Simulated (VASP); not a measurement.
Write the native input for VASP 6.6.1 that does the following.

```
Task                   : single point
Functional             : PBE
Potentials or basis    : VASP PAW PBE potentials, release 64 (S)
Cutoff                 : 520 eV
k mesh                 : 11 × 11 × 11
Occupations            : fermi-dirac, width 0.0612256 eV
Spin                   : no spin polarisation
Dipole correction      : no
Further INCAR settings : ALGO = Normal; EDIFF = 1e-07; NBANDS = 13
```

The structure of S lies in POSCAR:

```
S
1.0
    0.0000000000      2.9530376393      2.9530376393
    2.9530376393      0.0000000000      2.9530376393
    2.9530376393      2.9530376393      0.0000000000
S
2
Direct
    0.0000000000      0.0000000000      0.0000000000
    0.2500000000      0.2500000000      0.2500000000
```

This isn't the form of S at room conditions, which is orthorhombic, of S8 rings.

The input as run:

INCAR

```
SYSTEM = S
PREC     = Accurate       ! precision mode
ENCUT    = 520            ! plane-wave cutoff, eV
EDIFF    = 1E-7           ! SCF threshold, eV
ISMEAR   = -1             ! smearing method
SIGMA    = 0.06122561905347299 ! smearing width, eV
LREAL    = .FALSE.        ! projectors in reciprocal space
LASPH    = .TRUE.         ! aspherical terms in the spheres
NELM     = 60             ! most SCF steps
ALGO     = Normal         ! electronic algorithm
ISIF     = 2              ! what is computed and relaxed
LWAVE    = .FALSE.        ! write WAVECAR
LCHARG   = .TRUE.         ! write CHGCAR
GGA      = PE             ! functional
LELF     = .TRUE.         ! ELF
LVHAR    = .TRUE.       
NBANDS   = 13             ! bands
```

KPOINTS

```
regular mesh
0
G
  11 11 11
  0 0 0
```

Potentials or basis: VASP PAW PBE potentials, release 64 (S).

Command:

```console
$ cat potpaw_PBE.64/S/POTCAR > POTCAR
$ mpirun -np 1 vasp_std > vasp.out
```

It gave:

```
Pressure               : -2.4 GPa
Band gap on the k mesh : zero (bands 6 and 7 overlap by 1.06 eV)
```

Wall time 50 s on 1 thread of Intel Xeon 8259CL (shared host), peak memory 0.18 GiB.
